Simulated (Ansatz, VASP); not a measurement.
# One calculation of Hf4O3, two programs

```
Hf O
1.0
    -2.28319    2.28319    4.50602
     2.28319   -2.28319    4.50602
     2.28319    2.28319   -4.50602
Hf O
4 3
Direct
  0.00000 0.50000 0.50000
  0.73892 0.73892 0.00000
  0.26108 0.26108 0.00000
  0.50000 0.00000 0.50000
  0.25000 0.75000 0.50000
  0.75000 0.25000 0.50000
  0.00000 0.00000 0.00000
```

Change from the starting cell: species swapped into the Nb4N3 type (I4/mmm, No. 139).

Alike in both runs: functional PBE; k mesh 10 × 10 × 10; occupations gaussian, width 0.1 eV; no spin polarisation.

Ansatz relaxed the structure, and its values are those at the end. VASP's run is a single point on that final structure, the one shown.

|  | VASP | Ansatz |
| --- | --- | --- |
| version | VASP 6.6.1 | Ansatz 0.2.0 |
| potentials or method | VASP PAW PBE potentials, release 64 (Hf_pv, O), cutoff 520 eV | scalar-relativistic, plane waves, PAW |
| valence electrons in the cell | 58 | 122 |

Ansatz gave:

| Quantity | Value |
| --- | --- |
| gap on the k mesh at the Fermi level (eV) | none |
| pressure (GPa) | 0.0 |
| rms of the force components (eV/Å) | 0.000 |

Question: Estimate VASP's values.

Answer: gap on the k mesh at the Fermi level (eV): none; pressure (GPa): -2.3; rms of the force components (eV/Å): 0.022.

A gap of «none» marks a metal or a gap that the smearing closes. The functional is the same, so the differences come from potentials, cutoffs and numerics. VASP's potentials hold 58 valence electrons a cell and Ansatz's 122, so a difference there can come from the potentials and not from the codes.

Spin-orbit coupling is off throughout.
